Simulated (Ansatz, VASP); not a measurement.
**One calculation of GaN, two programs**

```
Ga N
1.0
     3.21627    0.00000    0.00000
     0.00000    4.54849    0.00000
     0.00000    0.00000   19.21630
Ga N
3 3
Direct
  0.25000 0.12500 0.41631
  0.75000 0.62500 0.50000
  0.25000 0.12500 0.58369
  0.75000 0.87500 0.41631
  0.25000 0.37500 0.50000
  0.75000 0.87500 0.58369
```

Alike in both runs: task single point; functional PBE; k mesh 8 × 6 × 1; occupations fermi-dirac, width 0.02 eV; no spin polarisation.

|  | VASP | Ansatz |
| --- | --- | --- |
| version | VASP 6.6.1 | Ansatz 0.2.0 |
| potentials or method | VASP PAW PBE potentials, release 64 (Ga_d, N) | PAW with Ansatz's default frozen-core files, scalar-relativistic |
| plane-wave cutoff (eV) | 520 | 420 |
| valence electrons in the cell | 54 | 54 |

```csv
,VASP,Ansatz,Ansatz less VASP
rms of the force components (eV/Å),1.162,1.165,+0.0024
```

The functional is the same, so the differences come from potentials, cutoffs and numerics.
